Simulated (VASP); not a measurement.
Input of a VASP 6.6.1 run:

File INCAR:

```
SYSTEM = CoO
ALGO = Normal
EDIFF = 1E-6
ENCUT = 520
GGA = PE
ISIF = 2
ISMEAR = -1
ISPIN = 2
LASPH = .True.
LCHARG = .False.
LMAXMIX = 4
LORBIT = 11
LREAL = .False.
LWAVE = .False.
MAGMOM = 1.71 0
NBANDS = 18
NELM = 150
PREC = Accurate
SIGMA = 0.05
```

File KPOINTS:

```
k-points
0
Gamma
  10 10 10
  0 0 0
```

Contents of POSCAR:

```
CoO
1.0
    1.6022198417      0.9250420569      2.5664708903
   -1.6022198417      0.9250420569      2.5664708903
    0.0000000000     -1.8500841138      2.5664708903
Co O
1 1
Direct
    0.9989783200      0.9989783200      0.9989783200
    0.7510210300      0.7510210300      0.7510210300
```

Potentials or basis: VASP PAW PBE potentials, release 64 (Co, O).

Command:

```console
$ cat potpaw_PBE.64/Co/POTCAR potpaw_PBE.64/O/POTCAR > POTCAR
$ mpirun -np 1 vasp_std > vasp.out
```

Q: Estimate the net moment.

A: 2.74 μB per cell.

Q: Estimate the site moments.

A: Co +2.36; O +0.29 μB.

Forces on the atoms (eV/Å):
```
Co   0.000  0.000  0.263
O    0.000  0.000 -0.263
```

Caveat: a cell with one magnetic atom can't hold antiferromagnetic order, which such compounds often take.
